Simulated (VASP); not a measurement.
Input of a VASP 6.6.1 run:

File POSCAR:

```
BaF2
1.0
    0.0000000000      3.1000500000      3.1000500000
    3.1000500000      0.0000000000      3.1000500000
    3.1000500000      3.1000500000      0.0000000000
Ba F
1 2
Direct
    0.0000000000      0.0000000000      0.0000000000
    0.2500000000      0.2500000000      0.2500000000
    0.7500000000      0.7500000000      0.7500000000
```

INCAR.step1

```
SYSTEM = BaF2
  PREC = Accurate
  ENCUT = 660
  ISMEAR = -1
  SIGMA = 0.02
  LREAL = .False.
  LASPH = .True.
  NELM = 120
  GGA = PE
  ALGO = Normal
  EDIFF = 1E-5
  LWAVE = .True.
  LCHARG = .False.
  GGA_COMPAT = .False.
  IBRION = 2
  ISIF = 3
  EDIFFG = -0.005
  NELMIN = 4
  NSW = 100
```

INCAR.step2

```
SYSTEM = BaF2
  PREC = Accurate
  ENCUT = 660
  EDIFF = 1E-7
  ISMEAR = -1
  SIGMA = 0.02
  LREAL = .False.
  LASPH = .True.
  NELM = 120
  ALGO = Normal
  ISIF = 3
  LWAVE = .False.
  LCHARG = .False.
  METAGGA = R2SCAN
  LMIXTAU = .True.
  IBRION = 2
  NSW = 80
  EDIFFG = -0.01
  ISTART = 1
  GGA_COMPAT = .False.
  NELMIN = 4
```

Contents of KPOINTS:

```
Automatic mesh
0
Gamma
  8 8 8
  0 0 0
```

Potentials or basis: VASP PAW PBE potentials, release 64 (Ba_sv, F).

Launch:

```sh
$ cat potpaw_PBE.64/Ba_sv/POTCAR potpaw_PBE.64/F/POTCAR > POTCAR
$ cp INCAR.step1 INCAR
$ mpirun -np 1 vasp_std > vasp.out
$ cp INCAR.step2 INCAR
$ mpirun -np 1 vasp_std > vasp.out
```

(1) Estimate the relaxed volume.

(2) What does it give for the space group after relaxing (to 0.1 Å)?

(3) Predict the relaxed cell.

(4) Estimate the band gap on the k mesh.

Answers

(1) 20.09 Å³/atom.

(2) Fm-3m (No. 225).

(3) a = 4.401 Å, b = 4.401 Å, c = 4.401 Å, α = 60.00°, β = 60.00°, γ = 60.00°.

(4) 7.28 eV (least direct gap 7.36 eV).

Caveat: the PAW data sets were made with another functional, which shifts forces and pressure a little; spin-orbit coupling is left out, which moves the levels of the heavy elements.
